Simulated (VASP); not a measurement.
# Cu (P6_3/mmc) in VASP: a series of runs

Cu is run at these levels: LDA; tasks: relaxation of shape and atoms at fixed volume, relaxation of cell and atoms.

Program: VASP 6.6.1. These are calculated values, not measurements. Logs are shortened: lines on timing, memory, paths and dates and some standing lists are left out, and cuts for length are marked.

### Step 1. The cell of the first run

Symmetry: P6_3/mmc, No. 194, hexagonal system. The conventional cell has a = 2.412 Å, b = 2.412 Å, c = 3.977 Å, α = 90.00°, β = 90.00°, γ = 120.00°. Within 3.2 Å of Cu (site symmetry -6m2) lie 12 Cu at 2.41 to 2.43 Å.

This isn't the form of Cu at room conditions, which is fcc.

### Step 2. Relaxation of shape and atoms at fixed volume, LDA

INCAR reads:

```
PREC = Accurate ; ENCUT = 600
EDIFF = 1E-6 ; ISMEAR = -1
SIGMA = 0.1 ; LREAL = F
LASPH = T ; NELM = 60
ALGO = Normal ; ISIF = 4
LWAVE = F ; LCHARG = F
IBRION = 2 ; NSW = 50
EDIFFG = -0.005
```

KPOINTS reads:

```
Automatic mesh
0
Gamma
  17 17 10
```

POSCAR reads:

```
Cu
1.0
    2.4124803848      0.0000000000      0.0000000000
   -1.2062401924      2.0892692993      0.0000000000
    0.0000000000      0.0000000000      3.9769636251
Cu
2
Direct
    0.3333333333      0.6666666667      0.2500000000
    0.6666666667      0.3333333333      0.7500000000
```

Potentials or basis: VASP PAW LDA potentials, release 64 (Cu).

Started as:

```bash
$ cat potpaw_LDA.64/Cu/POTCAR > POTCAR
$ mpirun -np 1 vasp_std > vasp.out
```

OUTCAR:

```text
PREC = Accurate
   ENCUT = 600
   EDIFF = 1E-6
   ISMEAR = -1
   LREAL = F
   LASPH = T
   NELM = 60
   ISIF = 4
   IBRION = 2
   NSW = 50
   EDIFFG = -0.005

 ion  position               nearest neighbor table
   1  0.333  0.667  0.250-   2 2.43   2 2.43   2 2.43   2 2.43   2 2.43   2 2.43
   2  0.667  0.333  0.750-   1 2.43   1 2.43   1 2.43   1 2.43   1 2.43   1 2.43

  LATTYP: Found a hexagonal cell.
 ALAT       =     2.4124803848
 C/A-ratio  =     1.6484957350

  Lattice vectors:

 A1 = (   2.4124803848,   0.0000000000,   0.0000000000)
 A2 = (  -1.2062401924,   2.0892692993,   0.0000000000)
 A3 = (   0.0000000000,   0.0000000000,   3.9769636251)

Analysis of symmetry for initial positions (statically):
=====================================================================
 Subroutine PRICEL returns:
 Original cell was already a primitive cell.

 Routine SETGRP: Setting up the symmetry group for a
 hexagonal supercell.

 Subroutine GETGRP returns: Found 24 space group operations
 (whereof 12 operations were pure point group operations)
 out of a pool of 24 trial point group operations.

The static configuration has the point symmetry D_3d.
 The point group associated with its full space group is D_6h.

Analysis of symmetry for dynamics (positions and initial velocities):
=====================================================================
 Subroutine PRICEL returns:
 Original cell was already a primitive cell.

 Routine SETGRP: Setting up the symmetry group for a
 hexagonal supercell.

 Subroutine GETGRP returns: Found 24 space group operations
 (whereof 12 operations were pure point group operations)
 out of a pool of 24 trial point group operations.

The dynamic configuration has the point symmetry D_3d.
 The point group associated with its full space group is D_6h.

 Subroutine INISYM returns: Found 24 space group operations
 (whereof 12 operations are pure point group operations),
 and found     1 'primitive' translations

----------------------------------------------------------------------------------------

                                     Primitive cell

  volume of cell :      20.0452

  direct lattice vectors                    reciprocal lattice vectors
     2.412480385  0.000000000  0.000000000     0.414511142  0.239318120  0.000000000
    -1.206240192  2.089269299  0.000000000     0.000000000  0.478636239  0.000000000
     0.000000000  0.000000000  3.976963625     0.000000000  0.000000000  0.251448113

  length of vectors
     2.412480385  2.412480385  3.976963625     0.478636239  0.478636239  0.251448113

  position of ions in fractional coordinates (direct lattice)
     0.333333333  0.666666667  0.250000000
     0.666666667  0.333333333  0.750000000

  ion indices of the primitive-cell ions
   primitive index   ion index
                 1           1
                 2           2

----------------------------------------------------------------------------------------

 KPOINTS: Automatic mesh

Automatic generation of k-mesh.
 Grid dimensions read from file:
 generate k-points for:   17   17   10

 Generating k-lattice:

  Cartesian coordinates                     Fractional coordinates (reciprocal lattice)
     0.024383008  0.014077536  0.000000000     0.058823529  0.000000000  0.000000000
     0.000000000  0.028155073  0.000000000     0.000000000  0.058823529  0.000000000
     0.000000000  0.000000000  0.025144811     0.000000000  0.000000000  0.100000000

  Length of vectors
     0.028155073  0.028155073  0.025144811

  Shift w.r.t. Gamma in fractional coordinates (k-lattice)
     0.000000000  0.000000000  0.000000000

[... 61 lines left out ...]
   NELECT =      22.0000    total number of electrons
   NUPDOWN=      -1.0000    fix difference up-down
   EMIN   =  10.00;   EMAX   =-10.00  energy-range for DOS
   EFERMI =   0.00;   METHOD = LEGACY
   ISMEAR =    -1;   SIGMA  =   0.10  broadening in eV -4-tet -1-fermi 0-gaus
   EFERMI_NEDOS =   21; number of points for ismear=-14 and -15
   IALGO  =     38    algorithm
   IMIX   =      4    mixing-type and parameters
     AMIX     =   0.40;   BMIX     =  1.00
     AMIX_MAG =   1.60;   BMIX_MAG =  1.00
  volume/ion in A,a.u.               =      10.02        67.64
  Fermi-wavevector in a.u.,A,eV,Ry     =   1.688674  3.191131 38.798637  2.851619
  Thomas-Fermi vector in A             =   2.770938
   LORBIT       =      0    0 simple, 1 ext, 2 COOP (PROOUT), +10 PAW based schemes
   GGA     = CA    functional components
   LHFCALC =     F    Hartree Fock is set to
   AEXX    =    0.0000 exact exchange contribution
   IVDW    =     0    specifies the selected vdW correction
   LEPSILON=     F    determine dielectric tensor
   LRPA    =     F    only Hartree local field effects (RPA)
 conjugate gradient relaxation of ions
 non-spin polarized calculation
  energy-cutoff  :      600.00
  volume of cell :       20.05
 maximum number of plane-waves:       682
 NGX is ok and might be reduce to    20
   NGX =  9   NGY =  9   NGZ = 15

--------------------------------------- Ionic step        1  -------------------------------------------

 number of electron      22.0000012 magnetization

 Free energy of the ion-electron system (eV)
  ---------------------------------------------------
  ext. energy  EPLUGINS =         0.00000000
  ---------------------------------------------------
  free energy    TOTEN  =        -9.30254793 eV

  energy without entropy =       -9.28664089  energy(sigma->0) =       -9.29459441

------------------------ aborting loop because EDIFF is reached ----------------------------------------

  FORCE on cell =-STRESS in cart. coord.  units (eV):
  Direction    XX          YY          ZZ          XY          YZ          ZX
  --------------------------------------------------------------------------------------
  -------------------------------------------------------------------------------------
  Total        2.5404050      2.5404050      2.4895447      0.0000000     -0.0000000     -0.0000000
  in kB      203.0503305    203.0503305    198.9851529      0.0000000     -0.0000000     -0.0000000
  external PRESSURE =     201.6952713 kB  Pullay stress =       0.0000000 kB

 VOLUME and BASIS-vectors are now :
 -----------------------------------------------------------------------------
  energy-cutoff  :      600.00
  volume of cell :       20.05
      direct lattice vectors                 reciprocal lattice vectors
     2.412480385  0.000000000  0.000000000     0.414511142  0.239318120  0.000000000
    -1.206240192  2.089269299  0.000000000     0.000000000  0.478636239  0.000000000
     0.000000000  0.000000000  3.976963625     0.000000000  0.000000000  0.251448113

 POSITION                                       TOTAL-FORCE (eV/Angst)
 -----------------------------------------------------------------------------------
     -0.00000      1.39285      0.99424         0.000000      0.000000      0.000000
      1.20624      0.69642      2.98272        -0.000000      0.000000      0.000000
 -----------------------------------------------------------------------------------
    total drift:                               -0.000000      0.000000     -0.000000

  FREE ENERGIE OF THE ION-ELECTRON SYSTEM (eV)
  ---------------------------------------------------
  free  energy   TOTEN  =        -9.3025479278 eV

  energy  without entropy=       -9.2866408865  energy(sigma->0) =       -9.29459441

--------------------------------------- Ionic step        2  -------------------------------------------

 number of electron      22.0000012 magnetization

 Free energy of the ion-electron system (eV)
  ---------------------------------------------------
  ext. energy  EPLUGINS =         0.00000000
  ---------------------------------------------------
  free energy    TOTEN  =        -9.30257043 eV

  energy without entropy =       -9.28659763  energy(sigma->0) =       -9.29458403

 E-fermi :   9.6508     XC(G=0): -14.0910

 val. band max:        9.5902389888   @ k =   0.4706   0.0588   0.2000
 cond. band min:       9.6990506166   @ k =   0.4706   0.0588   0.1000
 fundamental gap:      0.1088116278
 Fermi energy:         9.6508147514

 k-point     1 :       0.0000    0.0000    0.0000
  band No.  band energies     occupation
      1      -1.0843      2.00000
      2       3.4246      2.00000
      3       5.9064      2.00000
      4       6.0163      2.00000
      5       6.0163      2.00000
      6       6.2801      2.00000
      7       6.2801      2.00000
      8       6.6925      2.00000
      9       6.6925      2.00000
     10       7.6295      2.00000
     11       7.6295      2.00000
     12       8.0204      2.00000
     13      14.0915      0.00000
     14      32.4608      0.00000
[... 401 lines left out ...]
      2       4.6442      2.00000
      3       4.8313      2.00000
      4       5.0176      2.00000
      5       5.9284      2.00000
      6       6.0049      2.00000
      7       6.4404      2.00000
      8       6.6886      2.00000
      9       7.2777      2.00000
     10       7.6418      2.00000
     11       7.7000      2.00000
     12      13.9397      0.00000
     13      15.2227      0.00000
     14      21.0299      0.00000
     15      21.3267      0.00000

 [... further k-points ...]

------------------------ aborting loop because EDIFF is reached ----------------------------------------

  FORCE on cell =-STRESS in cart. coord.  units (eV):
  Direction    XX          YY          ZZ          XY          YZ          ZX
  --------------------------------------------------------------------------------------
  -------------------------------------------------------------------------------------
  Total        2.5215514      2.5215514      2.5192734      0.0000000     -0.0000000      0.0000000
  in kB      201.5434011    201.5434011    201.3613176      0.0000000     -0.0000000      0.0000000
  external PRESSURE =     201.4827066 kB  Pullay stress =       0.0000000 kB

 VOLUME and BASIS-vectors are now :
 -----------------------------------------------------------------------------
  energy-cutoff  :      600.00
  volume of cell :       20.05
      direct lattice vectors                 reciprocal lattice vectors
     2.413467346  0.000000000 -0.000000000     0.414341632  0.239220253  0.000000000
    -1.206733673  2.090124033  0.000000000     0.000000000  0.478440506  0.000000000
     0.000000000 -0.000000000  3.973711617     0.000000000  0.000000000  0.251653893

 POSITION                                       TOTAL-FORCE (eV/Angst)
 -----------------------------------------------------------------------------------
     -0.00000      1.39342      0.99343        -0.000000      0.000000      0.000000
      1.20673      0.69671      2.98028         0.000000     -0.000000      0.000000
 -----------------------------------------------------------------------------------
    total drift:                               -0.000000      0.000000     -0.000000

  FREE ENERGIE OF THE ION-ELECTRON SYSTEM (eV)
  ---------------------------------------------------
  free  energy   TOTEN  =        -9.3025704313 eV

  energy  without entropy=       -9.2865976321  energy(sigma->0) =       -9.29458403

 reached required accuracy - stopping structural energy minimisation
```

Run time: 27 s. Hardware: 1 thread of AMD EPYC 9R45 (Zen 5), shared host; peak memory 0.14 GiB.

What came out:

| Item | Value |
| --- | --- |
| Free energy | -9.3026 eV |
| Energy gained by relaxing | 0.0 meV/atom |
| Ionic steps | 2 |
| Pressure after relaxing | 20.1 GPa |
| Band gap on the k mesh | zero (bands 11 and 12 overlap by 6.40 eV) |

Final structure:
```yaml
crystal:
  lattice:
    - [2.41347, 0.00000, 0.00000]
    - [-1.20673, 2.09012, 0.00000]
    - [0.00000, 0.00000, 3.97371]
  atoms:
    - { symbol: Cu, position: [0.33333, 0.66667, 0.25000] }
    - { symbol: Cu, position: [0.66667, 0.33333, 0.75000] }
```

### Step 3. Relaxation of cell and atoms, LDA

This run uses another cell than the first one, of 10.88 Å³/atom.

INCAR reads:

```
SYSTEM = Cu
PREC     = Accurate       ! precision mode
ENCUT    = 600            ! plane-wave cutoff, eV
EDIFF    = 1E-6           ! SCF threshold, eV
ISMEAR   = -1             ! smearing method
SIGMA    = 0.1            ! smearing width, eV
LREAL    = .FALSE.        ! projectors in reciprocal space
LASPH    = .TRUE.         ! aspherical terms in the spheres
NELM     = 80             ! most SCF steps
ALGO     = Normal         ! electronic algorithm
ISIF     = 3              ! what is computed and relaxed
LWAVE    = .FALSE.        ! write WAVECAR
LCHARG   = .FALSE.        ! write CHGCAR
GGA      = CA             ! functional
IBRION   = 2              ! ionic algorithm
NSW      = 60             ! ionic steps
EDIFFG   = -0.005         ! ionic threshold
```

KPOINTS reads:

```
Automatic mesh
0
G
  17 17 10
  0 0 0
```

POSCAR reads:

```
Cu
1.0
    2.4940071277      0.0000000000      0.0000000000
   -1.2470035639      2.1598735298      0.0000000000
    0.0000000000      0.0000000000      4.0402915469
Cu
2
Direct
    0.3333333333      0.6666666667      0.2500000000
    0.6666666667      0.3333333333      0.7500000000
```

Potentials or basis: VASP PAW LDA potentials, release 64 (Cu).

Started as:

```bash
$ cat potpaw_LDA.64/Cu/POTCAR > POTCAR
$ mpirun -np 1 vasp_std > vasp.out
```

OUTCAR:

```text
SYSTEM = Cu
   PREC = Accurate
   ENCUT = 600
   EDIFF = 1E-6
   ISMEAR = -1
   LREAL = .FALSE.
   LASPH = .TRUE.
   NELM = 80
   ISIF = 3
   GGA = CA
   IBRION = 2
   NSW = 60
   EDIFFG = -0.005

 ion  position               nearest neighbor table
   1  0.333  0.667  0.250-   2 2.48   2 2.48   2 2.48   2 2.48   2 2.48   2 2.48
   2  0.667  0.333  0.750-   1 2.48   1 2.48   1 2.48   1 2.48   1 2.48   1 2.48

  LATTYP: Found a hexagonal cell.
 ALAT       =     2.4940071277
 C/A-ratio  =     1.6200000000

  Lattice vectors:

 A1 = (   2.4940071277,   0.0000000000,   0.0000000000)
 A2 = (  -1.2470035639,   2.1598735298,   0.0000000000)
 A3 = (   0.0000000000,   0.0000000000,   4.0402915469)

Analysis of symmetry for initial positions (statically):
=====================================================================
 Subroutine PRICEL returns:
 Original cell was already a primitive cell.

 Routine SETGRP: Setting up the symmetry group for a
 hexagonal supercell.

 Subroutine GETGRP returns: Found 24 space group operations
 (whereof 12 operations were pure point group operations)
 out of a pool of 24 trial point group operations.

The static configuration has the point symmetry D_3d.
 The point group associated with its full space group is D_6h.

Analysis of symmetry for dynamics (positions and initial velocities):
[... 415 lines left out ...]
 Free energy of the ion-electron system (eV)
  ---------------------------------------------------
  ext. energy  EPLUGINS =         0.00000000
  ---------------------------------------------------
  free energy    TOTEN  =        -9.41008860 eV

  energy without entropy =       -9.39279192  energy(sigma->0) =       -9.40144026

 E-fermi :   8.3741     XC(G=0): -13.5507

 val. band max:        8.3686069708   @ k =   0.4706   0.0588   0.3000
 cond. band min:       8.3768711514   @ k =   0.4706   0.0588   0.2000
 fundamental gap:      0.0082641806
 Fermi energy:         8.3741171180

 k-point     1 :       0.0000    0.0000    0.0000
  band No.  band energies     occupation
      1      -1.6137      2.00000
      2       2.7359      2.00000
      3       4.9648      2.00000
      4       5.0682      2.00000
      5       5.0682      2.00000
      6       5.2948      2.00000
      7       5.2948      2.00000
      8       5.6611      2.00000
      9       5.6611      2.00000
     10       6.4761      2.00000
     11       6.4761      2.00000
     12       7.0323      2.00000
     13      12.3034      0.00000
     14      30.5251      0.00000
[... 401 lines left out ...]
      2       3.8656      2.00000
      3       4.0462      2.00000
      4       4.2037      2.00000
      5       4.9984      2.00000
      6       5.0534      2.00000
      7       5.4450      2.00000
      8       5.6503      2.00000
      9       6.1721      2.00000
     10       6.4903      2.00000
     11       6.5345      2.00000
     12      12.4352      0.00000
     13      13.4866      0.00000
     14      19.1586      0.00000
     15      19.2900      0.00000

 [... further k-points ...]

------------------------ aborting loop because EDIFF is reached ----------------------------------------

  FORCE on cell =-STRESS in cart. coord.  units (eV):
  Direction    XX          YY          ZZ          XY          YZ          ZX
  --------------------------------------------------------------------------------------
  -------------------------------------------------------------------------------------
  Total       -0.0016711     -0.0016711     -0.0049415      0.0000000      0.0000000      0.0000000
  in kB       -0.1222624     -0.1222624     -0.3615251      0.0000000      0.0000000      0.0000000
  external PRESSURE =      -0.2020166 kB  Pullay stress =       0.0000000 kB
[... 17 lines left out ...]
  FREE ENERGIE OF THE ION-ELECTRON SYSTEM (eV)
  ---------------------------------------------------
  free  energy   TOTEN  =        -9.4100885974 eV

  energy  without entropy=       -9.3927919184  energy(sigma->0) =       -9.40144026

 reached required accuracy - stopping structural energy minimisation
```

Run time: 80 s. Hardware: 1 thread of AMD EPYC 9R45 (Zen 5), shared host; peak memory 0.15 GiB.

What came out:

- Free energy: -9.4101 eV
- Relaxed volume: 10.95 Å³/atom
- Relaxed cell: a = 2.485 Å, b = 2.485 Å, c = 4.096 Å, α = 90.00°, β = 90.00°, γ = 120.00°
- Space group after relaxing (to 0.1 Å): P6_3/mmc (No. 194)
- Energy gained by relaxing: 1.7 meV/atom
- Ionic steps: 8
- Pressure after relaxing: 0.0 GPa
- Band gap on the k mesh: zero (bands 11 and 12 overlap by 6.04 eV)

Step by step:
| step | energy change (eV) | largest force (eV/Å) | pressure (GPa) | volume (Å³) |
| --- | --- | --- | --- | --- |
| 1 | 0.0000 | 0.0000 | 1.32 | 21.76 |
| 2 | -0.0025 | 0.0000 | -1.18 | 22.05 |
| 3 | -0.0025 | 0.0000 | -0.80 | 22.01 |
| 4 | -0.0034 | 0.0000 | -0.10 | 21.90 |
| 5 | -0.0034 | 0.0000 | 0.08 | 21.89 |
| 6 | -0.0034 | 0.0000 | 0.06 | 21.89 |
| 7 | -0.0034 | 0.0000 | -0.10 | 21.91 |
| 8 | -0.0034 | 0.0000 | -0.02 | 21.90 |

Final structure:
```
Cu
1.0
     2.48455    0.00000    0.00000
    -1.24227    2.15168    0.00000
     0.00000    0.00000    4.09642
Cu
2
Direct
  0.33333 0.66667 0.25000
  0.66667 0.33333 0.75000
```

Levels at points of the mesh, in eV from the Fermi level:
```csv
k point,band 8,band 9,band 10,band 11,band 12,band 13,band 14,band 15
"(0.00, 0.00, 0.00)",-2.71,-2.71,-1.90,-1.90,-1.34,3.93,22.15,22.96
"(0.00, 0.00, 0.50)",-3.34,-2.15,-2.15,-2.15,-2.15,12.78,12.78,22.84
```

(Part 1 of 2 ends here.)
